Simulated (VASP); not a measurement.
# ZnSe2 (Pa-3) in VASP: a series of runs, part 2 of 2

VASP 6.6.1. The steps go on from the part before.

### Step 3. Single point, LDA

The input, INCAR:

```
  PREC = Accurate
  ENCUT = 520
  EDIFF = 1E-6
  ISMEAR = 0
  SIGMA = 0.01
  LREAL = False
  LASPH = True
  NELM = 80
  ALGO = Normal
  ISIF = 2
  LWAVE = False
  LCHARG = False
  GGA = CA
  NBANDS = 60
```

The input, KPOINTS:

```
regular mesh
0
Gamma
  6 6 6
```

The input, POSCAR:

```
ZnSe2
1.0
    6.1726348114      0.0000000000      0.0000000000
    0.0000000000      6.1726348114      0.0000000000
    0.0000000000      0.0000000000      6.1726348114
Zn Se
4 8
Direct
    0.5000000000      0.5000000000      0.0000000000
    0.5000000000      0.0000000000      0.5000000000
    0.0000000000      0.5000000000      0.5000000000
    0.0000000000      0.0000000000      0.0000000000
    0.1106348264      0.8893651736      0.3893651736
    0.8893651736      0.3893651736      0.1106348264
    0.3893651736      0.1106348264      0.8893651736
    0.6106348264      0.6106348264      0.6106348264
    0.8893651736      0.1106348264      0.6106348264
    0.1106348264      0.6106348264      0.8893651736
    0.6106348264      0.8893651736      0.1106348264
    0.3893651736      0.3893651736      0.3893651736
```

Potentials or basis: VASP PAW LDA potentials, release 64 (Zn, Se).

The run is started by

```
$ cat potpaw_LDA.64/Zn/POTCAR potpaw_LDA.64/Se/POTCAR > POTCAR
$ mpirun -np 1 vasp_std > vasp.out
```

OUTCAR:

```text
PREC = Accurate
   ENCUT = 520
   EDIFF = 1E-6
   ISMEAR = 0
   LREAL = False
   LASPH = True
   NELM = 80
   ISIF = 2
   GGA = CA

 ion  position               nearest neighbor table
   1  0.500  0.500  0.000-   6 2.59   7 2.59   8 2.59  10 2.59  11 2.59  12 2.59
   2  0.500  0.000  0.500-   5 2.59   7 2.59   8 2.59   9 2.59  11 2.59  12 2.59
   3  0.000  0.500  0.500-   5 2.59   6 2.59   8 2.59   9 2.59  10 2.59  12 2.59
   4  0.000  0.000  0.000-   5 2.59   6 2.59   7 2.59   9 2.59  10 2.59  11 2.59
   5  0.111  0.889  0.389-   9 2.37   3 2.59   4 2.59   2 2.59
[... 1742 lines left out ...]
 VOLUME and BASIS-vectors are now :
 -----------------------------------------------------------------------------
  energy-cutoff  :      520.00
  volume of cell :      235.19
      direct lattice vectors                 reciprocal lattice vectors
     6.172634811  0.000000000  0.000000000     0.162005372  0.000000000  0.000000000
     0.000000000  6.172634811  0.000000000     0.000000000  0.162005372  0.000000000
     0.000000000  0.000000000  6.172634811     0.000000000  0.000000000  0.162005372

 POSITION                                       TOTAL-FORCE (eV/Angst)
 -----------------------------------------------------------------------------------
      3.08632      3.08632      0.00000        -0.000000      0.000000      0.000000
      3.08632      0.00000      3.08632        -0.000000      0.000000      0.000000
      0.00000      3.08632      3.08632        -0.000000      0.000000      0.000000
      0.00000      0.00000      0.00000        -0.000000      0.000000      0.000000
      0.68291      5.48973      2.40341         0.015649     -0.015649     -0.015649
      5.48973      2.40341      0.68291        -0.015649     -0.015649      0.015649
      2.40341      0.68291      5.48973        -0.015649      0.015649     -0.015649
      3.76923      3.76923      3.76923         0.015649      0.015649      0.015649
      5.48973      0.68291      3.76923        -0.015649      0.015649      0.015649
      0.68291      3.76923      5.48973         0.015649      0.015649     -0.015649
      3.76923      5.48973      0.68291         0.015649     -0.015649      0.015649
      2.40341      2.40341      2.40341        -0.015649     -0.015649     -0.015649
 -----------------------------------------------------------------------------------
    total drift:                                0.000000      0.000000     -0.000000

  FREE ENERGIE OF THE ION-ELECTRON SYSTEM (eV)
  ---------------------------------------------------
  free  energy   TOTEN  =       -44.8333297782 eV

  energy  without entropy=      -44.8333297782  energy(sigma->0) =      -44.83332978
```

OSZICAR:

```text
N       E                     dE             d eps       ncg     rms          rms(c)
DAV:   1     0.823005819661E+03    0.82301E+03   -0.41838E+04  2880   0.177E+03
DAV:   2     0.819500556535E+02   -0.74106E+03   -0.70730E+03  2880   0.421E+02
DAV:   3    -0.393692850299E+02   -0.12132E+03   -0.11620E+03  3380   0.156E+02
DAV:   4    -0.458276333248E+02   -0.64583E+01   -0.63600E+01  3400   0.347E+01
DAV:   5    -0.459336315786E+02   -0.10600E+00   -0.10563E+00  3312   0.448E+00    0.138E+01
DAV:   6    -0.449829223837E+02    0.95071E+00   -0.21224E+00  3796   0.286E+01    0.951E+00
DAV:   7    -0.448459940282E+02    0.13693E+00   -0.13905E+00  3208   0.507E+00    0.232E+00
DAV:   8    -0.448369252339E+02    0.90688E-02   -0.45071E-02  3564   0.167E+00    0.521E-01
DAV:   9    -0.448335186488E+02    0.34066E-02   -0.18656E-02  3660   0.133E+00    0.121E-01
DAV:  10    -0.448333300428E+02    0.18861E-03   -0.26392E-03  3980   0.624E-01    0.388E-02
DAV:  11    -0.448333252539E+02    0.47889E-05   -0.34380E-04  3804   0.177E-01    0.159E-02
DAV:  12    -0.448333311357E+02   -0.58818E-05   -0.46112E-05  3348   0.334E-02    0.629E-03
DAV:  13    -0.448333298891E+02    0.12466E-05   -0.11244E-05  3644   0.366E-02    0.336E-03
DAV:  14    -0.448333297782E+02    0.11081E-06   -0.96838E-07  1700   0.131E-02
   1 F= -.44833330E+02 E0= -.44833330E+02  d E =-.347797E-41
```

stdout:

```text
POSCAR found type information on POSCAR ZnSe
 POSCAR found :  2 types and      12 ions
 scaLAPACK will be used
 LDA part: xc-table for (Slater(with rela. corr.)+CA(PZ))
 , standard interpolation
 POSCAR, INCAR and KPOINTS ok, starting setup
 FFT: planning ... GRIDC
 FFT: planning ... GRID_SOFT
 FFT: planning ... GRID
 WAVECAR not read
 entering main loop
```

Wall time 3.8 min (1 thread of AMD EPYC 9R14 (Zen 4), shared host); peak memory 0.37 GiB.

Results:

| Quantity | Value |
| --- | --- |
| Free energy | -44.8333 eV |
| Pressure | 0.4 GPa |
| Largest force | 0.027 eV/Å |
| Band gap on the k mesh | 0.66 eV, indirect (least direct gap 0.71 eV) |

Forces on the atoms (eV/Å):
```
Zn   0.000  0.000  0.000
Zn   0.000  0.000  0.000
Zn   0.000  0.000  0.000
Zn   0.000  0.000  0.000
Se   0.016 -0.016 -0.016
Se  -0.016 -0.016  0.016
Se  -0.016  0.016 -0.016
Se   0.016  0.016  0.016
Se  -0.016  0.016  0.016
Se   0.016  0.016 -0.016
Se   0.016 -0.016  0.016
Se  -0.016 -0.016 -0.016
```

Levels at points of the mesh, in eV from the valence-band top:
```tsv
k point	band 44	band 45	band 46	band 47	band 48	band 49	band 50	band 51	band 52	band 53
(0.00, 0.00, 0.00)	-0.85	-0.85	-0.85	0.00	0.00	0.71	1.56	2.14	2.14	2.14
(0.50, 0.00, 0.00)	-2.22	-1.56	-1.56	-0.18	-0.18	1.15	1.15	1.18	1.18	3.13
(0.50, 0.50, 0.00)	-1.92	-1.63	-1.63	-1.63	-1.63	1.12	1.12	1.12	1.12	2.77
(0.50, 0.50, 0.50)	-2.49	-1.98	-1.98	-1.98	-1.98	1.07	1.07	1.07	1.07	2.82
```
